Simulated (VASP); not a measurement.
# HfTeSe5 (P3m1) in VASP: single point with PBE

Aim: the single point of HfTeSe5 with PBE.

All numbers are computed with VASP 6.6.1; they aren't measurements. Logs are shortened: lines on timing, memory, paths and dates and some standing lists are left out, and cuts for length are marked.

### 1 The cell of the first run

It takes space group P3m1 (No. 156, trigonal). The conventional cell has a = 3.808 Å, b = 3.808 Å, c = 15.884 Å, α = 90.00°, β = 90.00°, γ = 120.00°. Within 3.6 Å of Hf (site symmetry 3m) lie 6 Se at 2.69 to 2.70 Å. Within 3.9 Å of Te (site symmetry 3m) lie 7 Se at 2.82 to 3.80 Å and 6 Te at 3.81 Å. Within 3.6 Å of Se (site symmetry 3m) lie 3 Hf at 2.70 Å. Within 3.6 Å of Se (site symmetry 3m) lie 3 Hf at 2.69 Å. Within 3.9 Å of Se (site symmetry 3m) lie 9 Se at 2.84 to 3.81 Å and 3 Te at 2.97 Å. Se (site symmetry 3m) has 3 Te at 2.82 Å and 6 Se at 3.81 Å within 3.9 Å. Se (site symmetry 3m) has 9 Se at 2.84 to 3.81 Å and 1 Te at 3.80 Å within 3.9 Å.

### 2 Single point, PBE

Contents of INCAR:

```
SYSTEM = HfTeSe5
PREC = Accurate ; ENCUT = 500
EDIFF = 1E-6 ; ISMEAR = 0
SIGMA = 0.15 ; LREAL = .False.
LASPH = .True. ; NELM = 120
ALGO = Normal ; ISIF = 2
LWAVE = .False. ; LCHARG = .False.
GGA = PE ; NBANDS = 32
GGA_COMPAT = .False.
```

Contents of KPOINTS:

```
regular mesh
0
Gamma
  4 4 1
  0 0 0
```

Contents of POSCAR:

```
HfTeSe5
1.0
    3.8082018786      0.0000000000      0.0000000000
   -1.9041009393      3.2979995696      0.0000000000
    0.0000000000      0.0000000000     15.8836226877
Hf Te Se
1 1 5
Direct
    0.0000000000      0.0000000000     -0.0141942197
    0.0000000000      0.0000000000      0.4221606220
    0.3333333333      0.6666666667      0.0840822232
    0.6666666667      0.3333333333      0.8878532779
    0.3333333333      0.6666666667      0.5481165653
    0.6666666667      0.3333333333      0.3108786386
    0.0000000000      0.0000000000      0.6611028928
```

Potentials or basis: VASP PAW PBE potentials, release 64 (Hf_pv, Te, Se).

On the command line:

```bash
cat potpaw_PBE.64/Hf_pv/POTCAR potpaw_PBE.64/Te/POTCAR potpaw_PBE.64/Se/POTCAR > POTCAR
mpirun -np 1 vasp_std > vasp.out
```

OUTCAR:

```text
SYSTEM = HfTeSe5
   PREC = Accurate
   ENCUT = 500
   EDIFF = 1E-6
   ISMEAR = 0
   LREAL = .False.
   LASPH = .True.
   NELM = 120
   ISIF = 2
   GGA = PE

 ion  position               nearest neighbor table
   1  0.000  0.000  0.986-   4 2.69   4 2.69   4 2.69   3 2.70   3 2.70   3 2.70
   2  0.000  0.000  0.422-   6 2.82   6 2.82   6 2.82   5 2.97   5 2.97   5 2.97
   3  0.333  0.667  0.084-   1 2.70   1 2.70   1 2.70
   4  0.667  0.333  0.888-   1 2.69   1 2.69   1 2.69
   5  0.333  0.667  0.548-   2 2.97   2 2.97   2 2.97
   6  0.667  0.333  0.311-   2 2.82   2 2.82   2 2.82
   7  0.000  0.000  0.661-

  LATTYP: Found a hexagonal cell.
 ALAT       =     3.8082018786
 C/A-ratio  =     4.1708982859

  Lattice vectors:

 A1 = (   3.8082018786,   0.0000000000,   0.0000000000)
 A2 = (  -1.9041009393,   3.2979995696,   0.0000000000)
 A3 = (   0.0000000000,   0.0000000000,  15.8836226877)

Analysis of symmetry for initial positions (statically):
=====================================================================
 Subroutine PRICEL returns:
 Original cell was already a primitive cell.

 Routine SETGRP: Setting up the symmetry group for a
 hexagonal supercell.

 Subroutine GETGRP returns: Found  6 space group operations
 (whereof  6 operations were pure point group operations)
 out of a pool of 24 trial point group operations.

The static configuration has the point symmetry C_3v.

Analysis of symmetry for dynamics (positions and initial velocities):
=====================================================================
 Subroutine PRICEL returns:
 Original cell was already a primitive cell.

 Routine SETGRP: Setting up the symmetry group for a
 hexagonal supercell.

 Subroutine GETGRP returns: Found  6 space group operations
 (whereof  6 operations were pure point group operations)
 out of a pool of 24 trial point group operations.

The dynamic configuration has the point symmetry C_3v.

 Subroutine INISYM returns: Found  6 space group operations
 (whereof  6 operations are pure point group operations),
 and found     1 'primitive' translations

----------------------------------------------------------------------------------------

                                     Primitive cell

  volume of cell :     199.4895

  direct lattice vectors                    reciprocal lattice vectors
     3.808201879  0.000000000  0.000000000     0.262591121  0.151607054  0.000000000
    -1.904100939  3.297999570  0.000000000     0.000000000  0.303214109  0.000000000
     0.000000000  0.000000000 15.883622688     0.000000000  0.000000000  0.062957930

  length of vectors
     3.808201879  3.808201879 15.883622688     0.303214109  0.303214109  0.062957930

  position of ions in fractional coordinates (direct lattice)
     0.000000000  0.000000000  0.985805780
     0.000000000  0.000000000  0.422160622
     0.333333333  0.666666667  0.084082223
     0.666666667  0.333333333  0.887853278
     0.333333333  0.666666667  0.548116565
     0.666666667  0.333333333  0.310878639
     0.000000000  0.000000000  0.661102893

  ion indices of the primitive-cell ions
   primitive index   ion index
                 1           1
                 2           2
                 3           3
                 4           4
                 5           5
                 6           6
                 7           7

----------------------------------------------------------------------------------------

 KPOINTS: regular mesh

Automatic generation of k-mesh.
 Grid dimensions read from file:
 generate k-points for:    4    4    1

 Generating k-lattice:

  Cartesian coordinates                     Fractional coordinates (reciprocal lattice)
     0.065647780  0.037901764  0.000000000     0.250000000  0.000000000  0.000000000
     0.000000000  0.075803527  0.000000000     0.000000000  0.250000000  0.000000000
     0.000000000  0.000000000  0.062957930     0.000000000  0.000000000  1.000000000

  Length of vectors
     0.075803527  0.075803527  0.062957930

  Shift w.r.t. Gamma in fractional coordinates (k-lattice)
     0.000000000  0.000000000  0.000000000

 Subroutine IBZKPT returns following result:
 ===========================================

 Found      4 irreducible k-points:

 Following reciprocal coordinates:
            Coordinates               Weight
  0.000000  0.000000  0.000000      1.000000
  0.250000  0.000000  0.000000      6.000000
  0.500000  0.000000  0.000000      3.000000
  0.250000  0.250000  0.000000      6.000000
   k-points           NKPTS =      4   k-points in BZ     NKDIM =      4   number of bands    NBANDS=     32
   number of dos      NEDOS =    301   number of ions     NIONS =      7
   total plane-waves  NPLWV =  94080
   dimension x,y,z NGX =    28 NGY =   28 NGZ =  120
   dimension x,y,z NGXF=    56 NGYF=   56 NGZF=  240
   ions per type =               1   1   5
   NGX,Y,Z   is equivalent  to a cutoff of  12.22, 12.22, 12.56 a.u.
   NGXF,Y,Z  is equivalent  to a cutoff of  24.45, 24.45, 25.12 a.u.
 SYSTEM =  HfTeSe5
   PREC   = accura    normal or accurate (medium, high low for compatibility)
   ISTART =      0    job   : 0-new  1-cont  2-samecut
   ICHARG =      2    charge: 1-file 2-atom 10-const
   ISPIN  =      1    spin polarized calculation?
   LNONCOLLINEAR =      F non collinear calculations
   LSORBIT =      F    spin-orbit coupling
   LASPH  =      T    aspherical Exc in radial PAW
   ENCUT  =  500.0 eV  36.75 Ry    6.06 a.u.   6.94  6.94 28.96*2*pi/ulx,y,z
   NELM   =    120;   NELMIN=  2; NELMDL= -5     # of ELM steps
   EDIFF  = 0.1E-05   stopping-criterion for ELM
   LREAL  =      F    real-space projection
   EDIFFG = 0.1E-04   stopping-criterion for IOM
   NSW    =      0    number of steps for IOM
   IBRION =     -1    ionic relax: 0-MD 1-quasi-New 2-CG
   NFREE  =      0    steps in history (QN), initial steepest desc. (CG)
   ISIF   =      2    stress and relaxation
   ISYM   =      2    0-nonsym 1-usesym 2-fastsym
   POTIM  = 0.5000    time-step for ionic-motion
   TEBEG  =    0.0;   TEEND  =   0.0 temperature during run
   PSTRESS=    0.0 pullay stress
   NELECT =      46.0000    total number of electrons
   NUPDOWN=      -1.0000    fix difference up-down
   EMIN   =  10.00;   EMAX   =-10.00  energy-range for DOS
   EFERMI =   0.00;   METHOD = LEGACY
   ISMEAR =     0;   SIGMA  =   0.15  broadening in eV -4-tet -1-fermi 0-gaus
   EFERMI_NEDOS =   21; number of points for ismear=-14 and -15
   IALGO  =     38    algorithm
   IMIX   =      4    mixing-type and parameters
     AMIX     =   0.40;   BMIX     =  1.00
     AMIX_MAG =   1.60;   BMIX_MAG =  1.00
  volume/ion in A,a.u.               =      28.50       192.32
  Fermi-wavevector in a.u.,A,eV,Ry     =   1.003893  1.897083 13.711966  1.007801
  Thomas-Fermi vector in A             =   2.136474
   LORBIT       =      0    0 simple, 1 ext, 2 COOP (PROOUT), +10 PAW based schemes
   GGA     = PE    functional components
   LHFCALC =     F    Hartree Fock is set to
   AEXX    =    0.0000 exact exchange contribution
   IVDW    =     0    specifies the selected vdW correction
   LEPSILON=     F    determine dielectric tensor
   LRPA    =     F    only Hartree local field effects (RPA)
 non-spin polarized calculation
 Gauss-broadening in eV      SIGMA  =   0.15
  energy-cutoff  :      500.00
  volume of cell :      199.49
 maximum number of plane-waves:      5079
 NGX is ok and might be reduce to    28
   NGX = 13   NGY = 13   NGZ = 57

 number of electron      46.0000001 magnetization

 Free energy of the ion-electron system (eV)
  ---------------------------------------------------
  ext. energy  EPLUGINS =         0.00000000
  ---------------------------------------------------
  free energy    TOTEN  =       -32.84288587 eV

  energy without entropy =      -32.76825295  energy(sigma->0) =      -32.80556941

 E-fermi :   3.2416     XC(G=0):  -8.9414

 val. band max:        3.1380904999   @ k =   0.5000   0.0000   0.0000
 cond. band min:       3.2429852247   @ k =   0.2500   0.0000   0.0000
 fundamental gap:      0.1048947248
 Fermi energy:         3.2416259379

 k-point     1 :       0.0000    0.0000    0.0000
  band No.  band energies     occupation
      1     -28.5101      2.00000
      2     -28.4253      2.00000
      3     -28.4253      2.00000
      4     -12.0877      2.00000
      5     -11.0091      2.00000
      6     -10.2695      2.00000
      7      -9.2095      2.00000
      8      -8.7943      2.00000
      9      -6.7386      2.00000
     10      -1.4769      2.00000
     11      -0.4786      2.00000
     12       0.3737      2.00000
     13       0.3737      2.00000
     14       0.9531      2.00000
     15       0.9812      2.00000
     16       0.9812      2.00000
     17       1.6846      2.00000
     18       1.6846      2.00000
     19       2.1277      2.00000
     20       2.7964      1.99997
     21       2.8374      1.99986
     22       2.8374      1.99986
     23       3.4031      0.12791
     24       3.4031      0.12791
     25       4.1969      0.00000
     26       4.1969      0.00000
     27       4.3268      0.00000
     28       4.3268      0.00000
     29       4.6961      0.00000
     30       4.8374      0.00000
     31       7.6884      0.00000
     32       7.8270      0.00000

 k-point     2 :       0.2500    0.0000    0.0000
  band No.  band energies     occupation
      1     -28.4991      2.00000
      2     -28.4800      2.00000
      3     -28.4378      2.00000
      4     -11.4692      2.00000
      5     -10.5187      2.00000
      6      -9.7566      2.00000
      7      -9.1691      2.00000
      8      -8.6519      2.00000
      9      -7.1940      2.00000
     10      -1.6702      2.00000
     11      -1.1542      2.00000
     12      -0.9515      2.00000
     13      -0.4441      2.00000
     14       0.0179      2.00000
     15       0.0749      2.00000
     16       0.4713      2.00000
     17       0.5518      2.00000
     18       0.9084      2.00000
     19       1.1535      2.00000
     20       1.8752      2.00000
     21       2.0673      2.00000
     22       2.5003      2.00000
     23       3.2430      0.98978
     24       3.3390      0.35835
     25       3.9553      0.00000
     26       4.8588      0.00000
     27       4.9005      0.00000
     28       5.1882      0.00000
     29       5.4691      0.00000
     30       5.8130      0.00000
     31       7.0526      0.00000
     32       7.7488      0.00000

 k-point     3 :       0.5000    0.0000    0.0000
  band No.  band energies     occupation
      1     -28.5347      2.00000
      2     -28.4872      2.00000
      3     -28.4502      2.00000
      4     -10.3357      2.00000
      5      -9.8846      2.00000
      6      -9.2806      2.00000
      7      -8.9855      2.00000
      8      -8.8018      2.00000
      9      -8.1267      2.00000
     10      -2.8708      2.00000
     11      -2.0492      2.00000
     12      -1.9664      2.00000
     13      -0.5937      2.00000
     14      -0.4919      2.00000
     15      -0.0883      2.00000
     16      -0.0320      2.00000
     17       0.4481      2.00000
     18       0.4718      2.00000
     19       0.7059      2.00000
     20       1.2601      2.00000
     21       1.6778      2.00000
     22       2.4988      2.00000
     23       2.8004      1.99997
     24       3.1381      1.67101
     25       3.5459      0.00412
     26       4.6597      0.00000
     27       4.8329      0.00000
     28       5.1131      0.00000
     29       5.9809      0.00000
     30       6.0480      0.00000
     31       7.2637      0.00000
     32       8.1589      0.00000

 k-point     4 :       0.2500    0.2500    0.0000
  band No.  band energies     occupation
      1     -28.5135      2.00000
      2     -28.4879      2.00000
      3     -28.4711      2.00000
      4     -10.4471      2.00000
      5      -9.8158      2.00000
      6      -9.1699      2.00000
      7      -9.1093      2.00000
      8      -8.7545      2.00000
      9      -8.0576      2.00000
     10      -2.3103      2.00000
     11      -2.1862      2.00000
     12      -1.5227      2.00000
     13      -1.2748      2.00000
     14      -0.6627      2.00000
     15      -0.4473      2.00000
     16       0.0719      2.00000
     17       0.1046      2.00000
     18       0.4164      2.00000
     19       0.5664      2.00000
     20       0.7622      2.00000
     21       1.3638      2.00000
     22       2.3201      2.00000
     23       2.8729      1.99949
     24       3.4133      0.10559
     25       4.6747      0.00000
     26       4.9094      0.00000
     27       5.2612      0.00000
     28       5.3715      0.00000
     29       5.5805      0.00000
     30       5.9967      0.00000
     31       7.2184      0.00000
     32       8.4095      0.00000

------------------------ aborting loop because EDIFF is reached ----------------------------------------

  FORCE on cell =-STRESS in cart. coord.  units (eV):
  Direction    XX          YY          ZZ          XY          YZ          ZX
  --------------------------------------------------------------------------------------
  -------------------------------------------------------------------------------------
  Total       -0.1465285     -0.1465285     -0.0779655     -0.0000000      0.0000000      0.0000000
  in kB       -1.1768267     -1.1768267     -0.6261709     -0.0000000      0.0000000      0.0000000
  external PRESSURE =      -0.9932748 kB  Pullay stress =       0.0000000 kB

 VOLUME and BASIS-vectors are now :
 -----------------------------------------------------------------------------
  energy-cutoff  :      500.00
  volume of cell :      199.49
      direct lattice vectors                 reciprocal lattice vectors
     3.808201879  0.000000000  0.000000000     0.262591121  0.151607054  0.000000000
    -1.904100939  3.297999570  0.000000000     0.000000000  0.303214109  0.000000000
     0.000000000  0.000000000 15.883622688     0.000000000  0.000000000  0.062957930

 POSITION                                       TOTAL-FORCE (eV/Angst)
 -----------------------------------------------------------------------------------
      0.00000      0.00000     15.65817         0.000000      0.000000     -0.003029
      0.00000      0.00000      6.70544         0.000000     -0.000000      0.023657
     -0.00000      2.19867      1.33553         0.000000      0.000000     -0.050380
      1.90410      1.09933     14.10233        -0.000000      0.000000      0.042703
     -0.00000      2.19867      8.70608        -0.000000      0.000000      0.000676
      1.90410      1.09933      4.93788         0.000000      0.000000     -0.017454
      0.00000      0.00000     10.50071         0.000000      0.000000      0.003825
 -----------------------------------------------------------------------------------
    total drift:                               -0.000000      0.000000     -0.000191

  FREE ENERGIE OF THE ION-ELECTRON SYSTEM (eV)
  ---------------------------------------------------
  free  energy   TOTEN  =       -32.8428858715 eV

  energy  without entropy=      -32.7682529477  energy(sigma->0) =      -32.80556941
```

Wall time 68 s (1 thread of Intel Xeon Platinum 8259CL at 2.50GHz (Skylake/Cascade Lake), shared host); peak memory 0.29 GiB.

Results:

```
Free energy            : -32.8429 eV
Pressure               : -0.1 GPa
Largest force          : 0.050 eV/Å
Band gap on the k mesh : zero (bands 23 and 24 overlap by 0.26 eV)
```

Forces on the atoms (eV/Å):
```
Hf   0.000  0.000 -0.003
Te   0.000  0.000  0.024
Se   0.000  0.000 -0.050
Se   0.000  0.000  0.043
Se   0.000  0.000  0.001
Se   0.000  0.000 -0.017
Se   0.000  0.000  0.004
```

Caveat: the k points lie up to 0.48 Å⁻¹ apart; spin-orbit coupling is left out, which moves the levels of the heavy elements; this functional lacks dispersion, which binds layers or chains, so the pressure and a relaxed spacing across them are unreliable.

The gap in the log of VASP goes by the Fermi energy; the results here count the filled bands.